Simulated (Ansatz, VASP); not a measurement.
**MgMo in VASP and in Ansatz**

```xyz
2
Lattice="1.3916 -0.7847 4.8762 0.0325 1.6256 4.8762 -1.4241 -0.8410 4.8762" Properties=species:S:1:pos:R:3 pbc="T T T"
Mg    0.0000    0.0000    0.0000
Mo    0.0000    0.0000    7.3143
```

Change from the starting cell: xy shear strain of +4 %, crystal datasets.

Alike in both runs: task electric field gradients; functional PBEsol; k mesh 13 × 13 × 13; occupations fermi-dirac, width 0.03 eV; no spin polarisation.

```csv
,VASP,Ansatz
version,VASP 6.6.1,Ansatz 0.2.0
potentials or method,"VASP PAW PBE potentials, release 64 (Mg, Mo_sv), cutoff 520 eV","all-electron PAW with datasets made for the crystal, scalar-relativistic"
```

|  | VASP | Ansatz | Ansatz less VASP |
| --- | --- | --- | --- |
| pressure (GPa) | 0.4 | 0.1 | -0.25 |
| traceless stress, the component that is largest in VASP (GPa) | -1.11 | -1.10 | +0.009 |
| size of Vzz on the site where it differs most (V/Å²) | 13.1 | 18.3 | +5.25 |

VASP's potentials were made for PBE, not for PBEsol. Ansatz ran all-electron here, and VASP with PAW potentials. Ansatz's warnings: printed levels off.
